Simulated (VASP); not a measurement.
# Au (Fm-3m) in VASP: single point with PBE0

Aim: the single point of Au with PBE0.

Everything below comes from runs of VASP 6.6.1. Logs are shortened: lines on timing, memory, paths and dates and some standing lists are left out, and cuts for length are marked.

### Step 1. The cell of the first run

Symmetry: Fm-3m, No. 225, cubic system. The conventional cell has a = 4.150 Å, b = 4.150 Å, c = 4.150 Å, α = 90.00°, β = 90.00°, γ = 90.00°. Au (site symmetry m-3m) has 12 Au at 2.93 Å within 3.9 Å.

### Step 2. Single point, PBE0, collinear spin, zero start

POSCAR reads:

```
Au
1.0
    0.0000000000      2.0750000000      2.0750000000
    2.0750000000      0.0000000000      2.0750000000
    2.0750000000      2.0750000000      0.0000000000
Au
1
Direct
    0.0000000000      0.0000000000      0.0000000000
```

INCAR.step1 reads:

```
PREC = Accurate ; ENCUT = 400
EDIFF = 1E-5 ; ISMEAR = -1
SIGMA = 0.5 ; LREAL = F
LASPH = T ; NELM = 200
ALGO = Normal ; ISIF = 2
LWAVE = T ; ISPIN = 2
MAGMOM = 0 ; LORBIT = 11
LMAXMIX = 4 ; GGA = PE
NBANDS = 16 ; GGA_COMPAT = F
```

INCAR.step2 reads:

```
PREC = Accurate ; ENCUT = 400
EDIFF = 1E-6 ; ISMEAR = -1
SIGMA = 0.5 ; LREAL = F
LASPH = T ; NELM = 200
ALGO = Normal ; ISIF = 2
LWAVE = F ; LCHARG = T
ISPIN = 2 ; MAGMOM = 0
LORBIT = 11 ; LMAXMIX = 4
GGA = PE ; LHFCALC = T
AEXX = 0.25 ; PRECFOCK = Normal
LELF = T ; LVHAR = T
ISTART = 1 ; NBANDS = 16
GGA_COMPAT = F
```

KPOINTS reads:

```
Automatic mesh
0
Gamma
  2 2 2
```

Potentials or basis: VASP PAW PBE potentials, release 64 (Au).

The run is started by

```sh
$ cat potpaw_PBE.64/Au/POTCAR > POTCAR
$ cp INCAR.step1 INCAR
$ mpirun -np 1 vasp_std > vasp.out
$ cp INCAR.step2 INCAR
$ mpirun -np 1 vasp_std > vasp.out
```

OUTCAR:

```text
PREC = Accurate
   ENCUT = 400
   EDIFF = 1E-6
   ISMEAR = -1
   LREAL = F
   LASPH = T
   NELM = 200
   ISIF = 2
   ISPIN = 2
   LORBIT = 11
   GGA = PE
   LHFCALC = T
   AEXX = 0.25
   PRECFOCK = Normal
   ISTART = 1

 ion  position               nearest neighbor table
   1  0.000  0.000  0.000-

  LATTYP: Found a face centered cubic cell.
 ALAT       =     4.1500000000

  Lattice vectors:

 A1 = (   0.0000000000,   2.0750000000,   2.0750000000)
 A2 = (   2.0750000000,   0.0000000000,   2.0750000000)
 A3 = (   2.0750000000,   2.0750000000,   0.0000000000)

Analysis of symmetry for initial positions (statically):
=====================================================================
 Subroutine PRICEL returns:
 Original cell was already a primitive cell.

 Routine SETGRP: Setting up the symmetry group for a
 face centered cubic supercell.

 Subroutine GETGRP returns: Found 48 space group operations
 (whereof 48 operations were pure point group operations)
 out of a pool of 48 trial point group operations.

The static configuration has the point symmetry O_h .

Analysis of symmetry for dynamics (positions and initial velocities):
=====================================================================
 Subroutine PRICEL returns:
 Original cell was already a primitive cell.

 Routine SETGRP: Setting up the symmetry group for a
 face centered cubic supercell.

 Subroutine GETGRP returns: Found 48 space group operations
 (whereof 48 operations were pure point group operations)
 out of a pool of 48 trial point group operations.

The dynamic configuration has the point symmetry O_h .

Analysis of structural, dynamic, and magnetic symmetry:
=====================================================================
 Subroutine PRICEL returns:
 Original cell was already a primitive cell.

 Routine SETGRP: Setting up the symmetry group for a
 face centered cubic supercell.

 Subroutine GETGRP returns: Found 48 space group operations
 (whereof 48 operations were pure point group operations)
 out of a pool of 48 trial point group operations.

The overall configuration has the point symmetry O_h .

 Subroutine INISYM returns: Found 48 space group operations
 (whereof 48 operations are pure point group operations),
 and found     1 'primitive' translations

----------------------------------------------------------------------------------------

                                     Primitive cell

  volume of cell :      17.8683

  direct lattice vectors                    reciprocal lattice vectors
     0.000000000  2.075000000  2.075000000    -0.240963855  0.240963855  0.240963855
     2.075000000  0.000000000  2.075000000     0.240963855 -0.240963855  0.240963855
     2.075000000  2.075000000  0.000000000     0.240963855  0.240963855 -0.240963855

  length of vectors
     2.934493142  2.934493142  2.934493142     0.417361640  0.417361640  0.417361640

  position of ions in fractional coordinates (direct lattice)
     0.000000000  0.000000000  0.000000000

  ion indices of the primitive-cell ions
   primitive index   ion index
                 1           1

----------------------------------------------------------------------------------------

 KPOINTS: Automatic mesh

Automatic generation of k-mesh.
 Grid dimensions read from file:
 generate k-points for:    2    2    2

 Generating k-lattice:

  Cartesian coordinates                     Fractional coordinates (reciprocal lattice)
    -0.120481928  0.120481928  0.120481928     0.500000000  0.000000000  0.000000000
     0.120481928 -0.120481928  0.120481928     0.000000000  0.500000000  0.000000000
     0.120481928  0.120481928 -0.120481928     0.000000000  0.000000000  0.500000000

  Length of vectors
     0.208680820  0.208680820  0.208680820

  Shift w.r.t. Gamma in fractional coordinates (k-lattice)
     0.000000000  0.000000000  0.000000000

 Subroutine IBZKPT returns following result:
 ===========================================

 Found      3 irreducible k-points:

 Following reciprocal coordinates:
            Coordinates               Weight
  0.000000  0.000000  0.000000      1.000000
  0.500000  0.000000  0.000000      4.000000
  0.500000  0.500000  0.000000      3.000000
   k-points           NKPTS =      3   k-points in BZ     NKDIM =      8   number of bands    NBANDS=     16
   number of dos      NEDOS =    301   number of ions     NIONS =      1
   total plane-waves  NPLWV =   8000
   dimension x,y,z NGX =    20 NGY =   20 NGZ =   20
   dimension x,y,z NGXF=    40 NGYF=   40 NGZF=   40
   ions per type =               1
   NGX,Y,Z   is equivalent  to a cutoff of  11.33, 11.33, 11.33 a.u.
   NGXF,Y,Z  is equivalent  to a cutoff of  22.66, 22.66, 22.66 a.u.
 SYSTEM =  unknown system
   PREC   = accura    normal or accurate (medium, high low for compatibility)
   ISTART =      1    job   : 0-new  1-cont  2-samecut
   ICHARG =      0    charge: 1-file 2-atom 10-const
   ISPIN  =      2    spin polarized calculation?
   LNONCOLLINEAR =      F non collinear calculations
   LSORBIT =      F    spin-orbit coupling
   LASPH  =      T    aspherical Exc in radial PAW
   ENCUT  =  400.0 eV  29.40 Ry    5.42 a.u.   4.79  4.79  4.79*2*pi/ulx,y,z
   NELM   =    200;   NELMIN=  2; NELMDL=  0     # of ELM steps
   EDIFF  = 0.1E-05   stopping-criterion for ELM
   LREAL  =      F    real-space projection
   EDIFFG = 0.1E-04   stopping-criterion for IOM
   NSW    =      0    number of steps for IOM
   IBRION =     -1    ionic relax: 0-MD 1-quasi-New 2-CG
   NFREE  =      0    steps in history (QN), initial steepest desc. (CG)
   ISIF   =      2    stress and relaxation
   ISYM   =      3    0-nonsym 1-usesym 2-fastsym
   POTIM  = 0.5000    time-step for ionic-motion
   TEBEG  =    0.0;   TEEND  =   0.0 temperature during run
   PSTRESS=    0.0 pullay stress
   NELECT =      11.0000    total number of electrons
   NUPDOWN=      -1.0000    fix difference up-down
   EMIN   =  10.00;   EMAX   =-10.00  energy-range for DOS
   EFERMI =   0.00;   METHOD = LEGACY
   ISMEAR =    -1;   SIGMA  =   0.50  broadening in eV -4-tet -1-fermi 0-gaus
   EFERMI_NEDOS =   21; number of points for ismear=-14 and -15
   IALGO  =     38    algorithm
   IMIX   =      1    mixing-type and parameters
     AMIX     =   0.40;   BMIX     =  1.00
     AMIX_MAG =   1.60;   BMIX_MAG =  1.00
  volume/ion in A,a.u.               =      17.87       120.58
  Fermi-wavevector in a.u.,A,eV,Ry     =   1.392657  2.631741 26.388427  1.939495
  Thomas-Fermi vector in A             =   2.516379
   LORBIT       =     11    0 simple, 1 ext, 2 COOP (PROOUT), +10 PAW based schemes
   GGA     = PE    functional components
   LHFCALC =     T    Hartree Fock is set to
   PRECFOCK=normal    Normal, Fast or Accurate (Low or Medium for compatibility)
   ENCUT4O =  -1.0   cutoff for four orbital integrals eV
   NKREDX  =     1    reduce k-point grid by
   NKREDY  =     1    reduce k-point grid by
   NKREDZ  =     1    reduce k-point grid by
   AEXX    =    0.2500 exact exchange contribution
   HFSCREEN=    0.0000 screening length (either q_TF or 0.3 A-1)
   HFSCREENC=   0.0000 screening length for correlation (either q_TF or 0.3 A-1)
   ENCUTFOCK=  -1.0 apply spherical cutoff to Coloumb kernel
   IVDW    =     0    specifies the selected vdW correction
   LEPSILON=     F    determine dielectric tensor
   LRPA    =     F    only Hartree local field effects (RPA)
 spin polarized calculation
  energy-cutoff  :      400.00
  volume of cell :       17.87
 maximum number of plane-waves:       332
 NGX is ok and might be reduce to    20
  NGX = 16; NGY = 16; NGZ = 16

 number of electron      11.0000005 magnetization       0.0000057

 Free energy of the ion-electron system (eV)
  ---------------------------------------------------
  ext. energy  EPLUGINS =         0.00000000
  ---------------------------------------------------
  free energy    TOTEN  =        -1.28125405 eV

  energy without entropy =       -0.89383047  energy(sigma->0) =       -1.08754226

 E-fermi :   7.8327     XC(G=0):  -9.7130

 val. band max:        7.1689185039   @ k =   0.5000   0.0000   0.0000
 cond. band min:      10.5955961254   @ k =   0.5000   0.5000   0.0000
 fundamental gap:      3.4266776215
 Fermi energy:         7.8327033971

 spin component 1

 k-point     1 :       0.0000    0.0000    0.0000
  band No.  band energies     occupation
      1      -2.1688      1.00000
      2       2.7056      0.99996
      3       2.7056      0.99996
      4       2.7056      0.99996
      5       4.1746      0.99934
      6       4.1746      0.99934
      7      24.4009      0.00000
      8      28.3890      0.00000
      9      28.3890      0.00000
     10      28.3890      0.00000
     11      32.9003      0.00000
     12      37.5772      0.00000
     13      37.5772      0.00000
     14      37.5772      0.00000
     15      39.3379      0.00000
     16      39.3379      0.00000

 k-point     2 :       0.5000    0.0000    0.0000
  band No.  band energies     occupation
      1       0.2497      1.00000
      2       2.6674      0.99997
      3       2.6674      0.99997
      4       5.3943      0.99244
      5       5.3943      0.99244
      6       7.1689      0.79045
      7      12.6815      0.00006
      8      23.7998      0.00000
      9      26.9989      0.00000
     10      26.9989      0.00000
     11      34.4452      0.00000
     12      34.4452      0.00000
     13      35.7842      0.00000
     14      41.9535      0.00000
     15      41.9535      0.00000
     16      42.9530      0.00000

 k-point     3 :       0.5000    0.5000    0.0000
  band No.  band energies     occupation
      1       0.3506      1.00000
      2       0.6891      1.00000
      3       5.3279      0.99337
      4       5.7506      0.98470
      5       5.7506      0.98470
      6      10.5956      0.00397
      7      15.5067      0.00000
      8      19.7739      0.00000
      9      19.7739      0.00000
     10      26.7187      0.00000
     11      29.3057      0.00000
     12      37.6334      0.00000
     13      42.5511      0.00000
     14      44.1390      0.00000
     15      44.1390      0.00000
     16      46.6618      0.00000
 Fermi energy:         7.8327033971

 spin component 2

 k-point     1 :       0.0000    0.0000    0.0000
  band No.  band energies     occupation
      1      -2.1688      1.00000
      2       2.7056      0.99996
      3       2.7056      0.99996
      4       2.7056      0.99996
      5       4.1746      0.99934
      6       4.1746      0.99934
      7      24.4009      0.00000
      8      28.3890      0.00000
      9      28.3890      0.00000
     10      28.3890      0.00000
     11      32.9003      0.00000
     12      37.5772      0.00000
     13      37.5772      0.00000
     14      37.5772      0.00000
     15      39.3380      0.00000
     16      39.3380      0.00000

 k-point     2 :       0.5000    0.0000    0.0000
  band No.  band energies     occupation
      1       0.2497      1.00000
      2       2.6674      0.99997
      3       2.6674      0.99997
      4       5.3943      0.99244
      5       5.3943      0.99244
      6       7.1689      0.79044
      7      12.6815      0.00006
      8      23.7998      0.00000
      9      26.9989      0.00000
     10      26.9989      0.00000
     11      34.4452      0.00000
     12      34.4452      0.00000
     13      35.7842      0.00000
     14      41.9535      0.00000
     15      41.9535      0.00000
     16      42.9530      0.00000

 k-point     3 :       0.5000    0.5000    0.0000
  band No.  band energies     occupation
      1       0.3506      1.00000
      2       0.6891      1.00000
      3       5.3279      0.99337
      4       5.7506      0.98470
      5       5.7506      0.98470
      6      10.5956      0.00397
      7      15.5067      0.00000
      8      19.7739      0.00000
      9      19.7739      0.00000
     10      26.7187      0.00000
     11      29.3057      0.00000
     12      37.6334      0.00000
     13      42.5511      0.00000
     14      44.1390      0.00000
     15      44.1390      0.00000
     16      46.6436      0.00000

------------------------ aborting loop because EDIFF is reached ----------------------------------------

  FORCE on cell =-STRESS in cart. coord.  units (eV):
  Direction    XX          YY          ZZ          XY          YZ          ZX
  --------------------------------------------------------------------------------------
  -------------------------------------------------------------------------------------
  Total        3.8261778      3.8261778      3.8261778      0.0000000     -0.0000000     -0.0000000
  in kB      343.0768671    343.0768671    343.0768671      0.0000000     -0.0000000     -0.0000000
  external PRESSURE =     343.0768671 kB  Pullay stress =       0.0000000 kB

 VOLUME and BASIS-vectors are now :
 -----------------------------------------------------------------------------
  energy-cutoff  :      400.00
  volume of cell :       17.87
      direct lattice vectors                 reciprocal lattice vectors
     0.000000000  2.075000000  2.075000000    -0.240963855  0.240963855  0.240963855
     2.075000000  0.000000000  2.075000000     0.240963855 -0.240963855  0.240963855
     2.075000000  2.075000000  0.000000000     0.240963855  0.240963855 -0.240963855

 POSITION                                       TOTAL-FORCE (eV/Angst)
 -----------------------------------------------------------------------------------
      0.00000      0.00000      0.00000         0.000000      0.000000      0.000000
 -----------------------------------------------------------------------------------
    total drift:                                0.000000      0.000001      0.000001

  FREE ENERGIE OF THE ION-ELECTRON SYSTEM (eV)
  ---------------------------------------------------
  free  energy   TOTEN  =        -1.2812540487 eV

  energy  without entropy=       -0.8938304698  energy(sigma->0) =       -1.08754226

 total charge

# of ion       s       p       d       tot
------------------------------------------
    1        0.363   0.369   8.979   9.711

 magnetization (x)

# of ion       s       p       d       tot
------------------------------------------
    1        0.000   0.000  -0.000   0.000
```

Run time: 18 s. Hardware: 1 thread of Intel Xeon 6975P-C, shared host; peak memory 0.14 GiB.

Results:

```
Free energy                                           : -1.2813 eV
Pressure                                              : 34.3 GPa
Net moment                                            : 0.00 μB per cell
Valence electrons inside the program's atomic spheres : Au 9.71
```

Levels at points of the mesh, in eV from the Fermi level:
Spin up:
| k point | band 4 | band 5 | band 6 | band 7 | band 8 | band 9 |
| --- | --- | --- | --- | --- | --- | --- |
| (0.00, 0.00, 0.00) | -5.13 | -3.66 | -3.66 | 16.57 | 20.56 | 20.56 |
| (0.50, 0.00, 0.00) | -2.44 | -2.44 | -0.66 | 4.85 | 15.97 | 19.17 |
| (0.50, 0.50, 0.00) | -2.08 | -2.08 | 2.76 | 7.67 | 11.94 | 11.94 |
Spin down:
| k point | band 3 | band 4 | band 5 | band 6 | band 7 | band 8 | band 9 | band 10 |
| --- | --- | --- | --- | --- | --- | --- | --- | --- |
| (0.00, 0.00, 0.00) | -5.13 | -5.13 | -3.66 | -3.66 | 16.57 | 20.56 | 20.56 | 20.56 |
| (0.50, 0.00, 0.00) | -5.17 | -2.44 | -2.44 | -0.66 | 4.85 | 15.97 | 19.17 | 19.17 |
| (0.50, 0.50, 0.00) | -2.50 | -2.08 | -2.08 | 2.76 | 7.67 | 11.94 | 11.94 | 18.89 |

Caveat: the k points lie up to 1.31 Å⁻¹ apart; the PAW data sets were made with another functional, which shifts forces and pressure a little; spin-orbit coupling is left out, which moves the levels of the heavy elements.
